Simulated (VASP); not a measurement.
# SiGe (P6_3mc) in VASP: single point with LDA

Aim: the single point of SiGe with LDA.

Program: VASP 6.6.1. These are calculated values, not measurements. Logs are shortened: lines on timing, memory, paths and dates and some standing lists are left out, and cuts for length are marked.

**1. The cell of the first run**

It takes space group P6_3mc (No. 186, hexagonal). The conventional cell has a = 3.904 Å, b = 3.904 Å, c = 6.451 Å, α = 90.00°, β = 90.00°, γ = 120.00°. Within 3.2 Å of Si (site symmetry 3m) lie 4 Ge at 2.40 to 2.41 Å. Ge (site symmetry 3m) has 4 Si at 2.40 to 2.41 Å within 3.2 Å.

**2. Single point, LDA**

File INCAR:

```
PREC = Accurate
ENCUT = 520
EDIFF = 1E-6
ISMEAR = 0
SIGMA = 0.03
LREAL = False
LASPH = True
NELM = 100
ALGO = Normal
ISIF = 2
LWAVE = False
LCHARG = True
LELF = True
LVHAR = True
NBANDS = 26
```

File KPOINTS:

```
Automatic mesh
0
Gamma
  12 12 8
```

File POSCAR:

```
SiGe
1.0
    3.9044512986      0.0000000000      0.0000000000
   -1.9522256493      3.3813540124      0.0000000000
    0.0000000000      0.0000000000      6.4507830000
Si Ge
2 2
Direct
    0.6666666667      0.3333333333      0.8746070000
    0.3333333333      0.6666666667      0.3746070000
    0.6666666667      0.3333333333      0.5003920000
    0.3333333333      0.6666666667      0.0003920000
```

Potentials or basis: VASP PAW LDA potentials, release 64 (Si, Ge_d).

Command:

```console
> cat potpaw_LDA.64/Si/POTCAR potpaw_LDA.64/Ge_d/POTCAR > POTCAR
> mpirun -np 1 vasp_std > vasp.out
```

OUTCAR:

```text
PREC = Accurate
   ENCUT = 520
   EDIFF = 1E-6
   ISMEAR = 0
   LREAL = False
   LASPH = True
   NELM = 100
   ISIF = 2

 ion  position               nearest neighbor table
   1  0.667  0.333  0.875-   4 2.40   4 2.40   4 2.40   3 2.41
   2  0.333  0.667  0.375-   3 2.40   3 2.40   3 2.40   4 2.41
   3  0.667  0.333  0.500-   2 2.40   2 2.40   2 2.40   1 2.41
   4  0.333  0.667  0.000-   1 2.40   1 2.40   1 2.40   2 2.41

  LATTYP: Found a hexagonal cell.
 ALAT       =     3.9044512986
 C/A-ratio  =     1.6521612146

  Lattice vectors:

 A1 = (   3.9044512986,   0.0000000000,   0.0000000000)
 A2 = (  -1.9522256493,   3.3813540124,   0.0000000000)
 A3 = (   0.0000000000,   0.0000000000,   6.4507830000)

Analysis of symmetry for initial positions (statically):
=====================================================================
 Subroutine PRICEL returns:
 Original cell was already a primitive cell.

 Routine SETGRP: Setting up the symmetry group for a
 hexagonal supercell.

 Subroutine GETGRP returns: Found 12 space group operations
 (whereof  6 operations were pure point group operations)
 out of a pool of 24 trial point group operations.

The static configuration has the point symmetry C_3v.
 The point group associated with its full space group is C_6v.

Analysis of symmetry for dynamics (positions and initial velocities):
=====================================================================
 Subroutine PRICEL returns:
 Original cell was already a primitive cell.

 Routine SETGRP: Setting up the symmetry group for a
 hexagonal supercell.

 Subroutine GETGRP returns: Found 12 space group operations
 (whereof  6 operations were pure point group operations)
 out of a pool of 24 trial point group operations.

The dynamic configuration has the point symmetry C_3v.
 The point group associated with its full space group is C_6v.

 Subroutine INISYM returns: Found 12 space group operations
 (whereof  6 operations are pure point group operations),
 and found     1 'primitive' translations

----------------------------------------------------------------------------------------

                                     Primitive cell

  volume of cell :      85.1654

  direct lattice vectors                    reciprocal lattice vectors
     3.904451299  0.000000000  0.000000000     0.256117934  0.147869758  0.000000000
    -1.952225649  3.381354012  0.000000000     0.000000000  0.295739516  0.000000000
     0.000000000  0.000000000  6.450783000     0.000000000  0.000000000  0.155019941

  length of vectors
     3.904451299  3.904451299  6.450783000     0.295739516  0.295739516  0.155019941

  position of ions in fractional coordinates (direct lattice)
     0.666666667  0.333333333  0.874607000
     0.333333333  0.666666667  0.374607000
     0.666666667  0.333333333  0.500392000
     0.333333333  0.666666667  0.000392000

  ion indices of the primitive-cell ions
   primitive index   ion index
                 1           1
                 2           2
                 3           3
                 4           4

----------------------------------------------------------------------------------------

 KPOINTS: Automatic mesh

Automatic generation of k-mesh.
 Grid dimensions read from file:
 generate k-points for:   12   12    8

 Generating k-lattice:

  Cartesian coordinates                     Fractional coordinates (reciprocal lattice)
     0.021343161  0.012322480  0.000000000     0.083333333  0.000000000  0.000000000
     0.000000000  0.024644960  0.000000000     0.000000000  0.083333333  0.000000000
     0.000000000  0.000000000  0.019377493     0.000000000  0.000000000  0.125000000

  Length of vectors
     0.024644960  0.024644960  0.019377493

  Shift w.r.t. Gamma in fractional coordinates (k-lattice)
     0.000000000  0.000000000  0.000000000

 Subroutine IBZKPT returns following result:
 ===========================================

 Found     95 irreducible k-points:

 Following reciprocal coordinates:
            Coordinates               Weight
  0.000000  0.000000  0.000000      1.000000
  0.083333 -0.000000  0.000000      6.000000
  0.166667  0.000000  0.000000      6.000000
  0.250000  0.000000  0.000000      6.000000
  0.333333  0.000000  0.000000      6.000000
  0.416667 -0.000000  0.000000      6.000000
[... 16 lines left out ...]
  0.250000  0.000000  0.125000     12.000000
  0.333333  0.000000  0.125000     12.000000
 [... further k-points ...]
   k-points           NKPTS =     95   k-points in BZ     NKDIM =     95   number of bands    NBANDS=     26
   number of dos      NEDOS =    301   number of ions     NIONS =      4
   total plane-waves  NPLWV =  43200
   dimension x,y,z NGX =    30 NGY =   30 NGZ =   48
   dimension x,y,z NGXF=    60 NGYF=   60 NGZF=   96
   ions per type =               2   2
   NGX,Y,Z   is equivalent  to a cutoff of  12.77, 12.77, 12.37 a.u.
   NGXF,Y,Z  is equivalent  to a cutoff of  25.55, 25.55, 24.74 a.u.
 SYSTEM =  unknown system
   PREC   = accura    normal or accurate (medium, high low for compatibility)
   ISTART =      0    job   : 0-new  1-cont  2-samecut
   ICHARG =      2    charge: 1-file 2-atom 10-const
   ISPIN  =      1    spin polarized calculation?
   LNONCOLLINEAR =      F non collinear calculations
   LSORBIT =      F    spin-orbit coupling
   LASPH  =      T    aspherical Exc in radial PAW
   ENCUT  =  520.0 eV  38.22 Ry    6.18 a.u.   7.26  7.26 11.99*2*pi/ulx,y,z
   NELM   =    100;   NELMIN=  2; NELMDL= -5     # of ELM steps
   EDIFF  = 0.1E-05   stopping-criterion for ELM
   LREAL  =      F    real-space projection
   EDIFFG = 0.1E-04   stopping-criterion for IOM
   NSW    =      0    number of steps for IOM
   IBRION =     -1    ionic relax: 0-MD 1-quasi-New 2-CG
   NFREE  =      0    steps in history (QN), initial steepest desc. (CG)
   ISIF   =      2    stress and relaxation
   ISYM   =      2    0-nonsym 1-usesym 2-fastsym
   POTIM  = 0.5000    time-step for ionic-motion
   TEBEG  =    0.0;   TEEND  =   0.0 temperature during run
   PSTRESS=    0.0 pullay stress
   NELECT =      36.0000    total number of electrons
   NUPDOWN=      -1.0000    fix difference up-down
   EMIN   =  10.00;   EMAX   =-10.00  energy-range for DOS
   EFERMI =   0.00;   METHOD = LEGACY
   ISMEAR =     0;   SIGMA  =   0.03  broadening in eV -4-tet -1-fermi 0-gaus
   EFERMI_NEDOS =   21; number of points for ismear=-14 and -15
   IALGO  =     38    algorithm
   IMIX   =      4    mixing-type and parameters
     AMIX     =   0.40;   BMIX     =  1.00
     AMIX_MAG =   1.60;   BMIX_MAG =  1.00
  volume/ion in A,a.u.               =      21.29       143.68
  Fermi-wavevector in a.u.,A,eV,Ry     =   1.228631  2.321775 20.538443  1.509533
  Thomas-Fermi vector in A             =   2.363549
   LORBIT       =      0    0 simple, 1 ext, 2 COOP (PROOUT), +10 PAW based schemes
   GGA     = CA    functional components
   LHFCALC =     F    Hartree Fock is set to
   AEXX    =    0.0000 exact exchange contribution
   IVDW    =     0    specifies the selected vdW correction
   LEPSILON=     F    determine dielectric tensor
   LRPA    =     F    only Hartree local field effects (RPA)
 non-spin polarized calculation
 Gauss-broadening in eV      SIGMA  =   0.03
  energy-cutoff  :      520.00
  volume of cell :       85.17
 maximum number of plane-waves:      2316
 NGX is ok and might be reduce to    30
   NGX = 15   NGY = 15   NGZ = 23

 number of electron      35.9999968 magnetization

 Free energy of the ion-electron system (eV)
  ---------------------------------------------------
  ext. energy  EPLUGINS =         0.00000000
  ---------------------------------------------------
  free energy    TOTEN  =       -22.20558180 eV

  energy without entropy =      -22.20558180  energy(sigma->0) =      -22.20558180

 E-fermi :   5.5583     XC(G=0):  -9.9753

 val. band max:        5.4365548243   @ k =   0.0000   0.0000   0.0000
 cond. band min:       5.7986201167   @ k =   0.5000   0.0000   0.0000
 fundamental gap:      0.3620652924
 Fermi energy:         5.5582851595

 k-point     1 :       0.0000    0.0000    0.0000
  band No.  band energies     occupation
      1     -19.2519      2.00000
      2     -19.2518      2.00000
      3     -19.2487      2.00000
      4     -19.2487      2.00000
      5     -19.2459      2.00000
      6     -19.2459      2.00000
[... 18 lines left out ...]
     25       9.7157      0.00000
     26      11.8403      0.00000

 k-point     2 :       0.0833   -0.0000    0.0000
  band No.  band energies     occupation
      1     -19.2519      2.00000
      2     -19.2515      2.00000
      3     -19.2488      2.00000
      4     -19.2483      2.00000
      5     -19.2457      2.00000
      6     -19.2455      2.00000
[... 18 lines left out ...]
     25      10.0257      0.00000
     26      11.4031      0.00000

 k-point     3 :       0.1667    0.0000    0.0000
  band No.  band energies     occupation
      1     -19.2523      2.00000
      2     -19.2506      2.00000
      3     -19.2491      2.00000
      4     -19.2473      2.00000
      5     -19.2450      2.00000
      6     -19.2443      2.00000
[... 18 lines left out ...]
     25      10.5989      0.00000
     26      10.8345      0.00000

 k-point     4 :       0.2500    0.0000    0.0000
  band No.  band energies     occupation
      1     -19.2533      2.00000
      2     -19.2499      2.00000
      3     -19.2489      2.00000
      4     -19.2462      2.00000
      5     -19.2437      2.00000
      6     -19.2427      2.00000
[... 18 lines left out ...]
     25      11.8722      0.00000
     26      11.9389      0.00000
[... 496 lines left out ...]
      1     -19.2523      2.00000
      2     -19.2508      2.00000
      3     -19.2487      2.00000
      4     -19.2472      2.00000
      5     -19.2451      2.00000
      6     -19.2444      2.00000
[... 18 lines left out ...]
     25      10.7097      0.00000
     26      10.8692      0.00000

 k-point    23 :       0.2500    0.0000    0.1250
  band No.  band energies     occupation
      1     -19.2533      2.00000
      2     -19.2505      2.00000
      3     -19.2482      2.00000
      4     -19.2460      2.00000
      5     -19.2438      2.00000
      6     -19.2428      2.00000
[... 18 lines left out ...]
     25      11.7059      0.00000
     26      11.7909      0.00000

 k-point    24 :       0.3333    0.0000    0.1250
  band No.  band energies     occupation
      1     -19.2543      2.00000
      2     -19.2509      2.00000
      3     -19.2472      2.00000
      4     -19.2450      2.00000
      5     -19.2424      2.00000
      6     -19.2413      2.00000
[... 18 lines left out ...]
     25      12.3253      0.00000
     26      12.9370      0.00000

 [... further k-points ...]
[... 5 lines left out ...]
  --------------------------------------------------------------------------------------
  -------------------------------------------------------------------------------------
  Total       -1.0781553     -1.0781553     -1.0920788      0.0000000      0.0000000      0.0000000
  in kB      -20.2828435    -20.2828435    -20.5447783      0.0000000      0.0000000      0.0000000
  external PRESSURE =     -20.3701551 kB  Pullay stress =       0.0000000 kB

 VOLUME and BASIS-vectors are now :
 -----------------------------------------------------------------------------
  energy-cutoff  :      520.00
  volume of cell :       85.17
      direct lattice vectors                 reciprocal lattice vectors
     3.904451299  0.000000000  0.000000000     0.256117934  0.147869758  0.000000000
    -1.952225649  3.381354012  0.000000000     0.000000000  0.295739516  0.000000000
     0.000000000  0.000000000  6.450783000     0.000000000  0.000000000  0.155019941

 POSITION                                       TOTAL-FORCE (eV/Angst)
 -----------------------------------------------------------------------------------
      1.95223      1.12712      5.64190         0.000000     -0.000000     -0.003246
     -0.00000      2.25424      2.41651         0.000000      0.000000     -0.003246
      1.95223      1.12712      3.22792        -0.000000      0.000000      0.003246
     -0.00000      2.25424      0.00253         0.000000      0.000000      0.003246
 -----------------------------------------------------------------------------------
    total drift:                                0.000000      0.000000      0.000993

  FREE ENERGIE OF THE ION-ELECTRON SYSTEM (eV)
  ---------------------------------------------------
  free  energy   TOTEN  =       -22.2055818004 eV

  energy  without entropy=      -22.2055818004  energy(sigma->0) =      -22.20558180
```

It took 2.4 min on 1 thread of Intel Xeon 6975P-C, shared host; peak memory 0.29 GiB.

What came out:

| Property | Result |
| --- | --- |
| Free energy | -22.2056 eV |
| Pressure | -2.0 GPa |
| Largest force | 0.003 eV/Å |
| Band gap on the k mesh | 0.36 eV, indirect (the least direct gap lies 4.5 meV higher) |

Forces on the atoms (eV/Å):
```
Si   0.000  0.000 -0.003
Si   0.000  0.000 -0.003
Ge   0.000  0.000  0.003
Ge   0.000  0.000  0.003
```
